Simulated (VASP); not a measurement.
MnAu:

```xyz
2
Lattice="3.2078 0.0000 0.0000 0.0000 3.2078 0.0000 0.0000 0.0000 3.2078" Properties=species:S:1:pos:R:3 pbc="T T T"
Mn    1.6039    1.6039    1.6039
Au    0.0000    0.0000    0.0000
```

Base run:

| Property | Result |
| --- | --- |
| Program | VASP 6.6.1 |
| Functional | PBEsol |
| Potentials or basis | VASP PAW PBE potentials, release 64 (Mn_pv, Au) |
| Cutoff | 400 eV |
| k mesh | 11 × 11 × 11 |
| Occupations | fermi-dirac, width 0.05 eV |
| Spin | collinear spin, ferromagnetic start |
| Starting moments | [4.0, 0.0] μB |

Its results: pressure -6.3 GPa; net moment 4.13 μB per cell; site moments Mn +3.89; Au +0.07 μB.

Question: The run is repeated on the same cell with these changes: cutoff from 400 eV to 500 eV; further incar settings from ALGO = Normal; EDIFF = 1e-08; NBANDS = 23 to ALGO = Normal; EDIFF = 1e-06; NBANDS = 23. What comes out?

Answer: Pressure -5.9 GPa; net moment 4.13 μB per cell; site moments Mn +3.89; Au +0.07 μB.

Caveats: the PAW data sets were made with another functional, which shifts forces and pressure a little.
